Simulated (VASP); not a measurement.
Set up this calculation in VASP 6.6.1, as the native input.

```yaml
Task: single point
Functional: PBE
Potentials_or_basis: VASP PAW PBE potentials, release 64 (Zn)
Cutoff: 520 eV
k_mesh: 6 × 3 × 1
Occupations: methfessel-paxton, width 0.15 eV
Spin: no spin polarisation
Dipole_correction: no
Further_INCAR_settings: ALGO = Normal; EDIFF = 1e-06; NBANDS = 45
```

The structure of Zn lies in POSCAR:

```
Zn
1.0
   -2.6298450000      0.0000000000      0.0000000000
   -1.3073040000      5.3433460000      0.0000000000
    0.0000000000      0.0000000000    -18.0070180000
Zn
6
Direct
    0.1641280177      0.6684831939      0.9442030324
    0.7338396628      0.5412623476      0.8376057602
    0.4095501423      0.3291297251      0.7181139598
    0.4747939780      0.1704396459      0.9242374834
    0.0428893974      0.9900715769      0.8227203971
    0.7083727980      0.7876250200      0.7015958445
```

These files were run (other wordings do the same):

INCAR

```
ALGO = Normal
EDIFF = 1E-6
ENCUT = 520
GGA = PE
ISIF = 2
ISMEAR = 1
LASPH = True
LCHARG = False
LREAL = False
LWAVE = False
NBANDS = 45
NELM = 60
PREC = Accurate
SIGMA = 0.15
```

KPOINTS

```
k-points
0
Gamma
  6 3 1
```

Potentials or basis: VASP PAW PBE potentials, release 64 (Zn).

Launch:

```console
$ cat potpaw_PBE.64/Zn/POTCAR > POTCAR
$ mpirun -np 1 vasp_std > vasp.out
```

Results of the run:

- Largest force: 1.924 eV/Å
- Band gap on the k mesh: zero (band 36 reaches -1.33 eV, above the bottom of band 37 at -2.98 eV)

Caveat: the k points lie up to 0.41 Å⁻¹ apart.

It took 84 s on 1 thread of Intel(R) Xeon(R) 6975P-C (Granite Rapids) (shared host), peak memory 0.35 GiB.
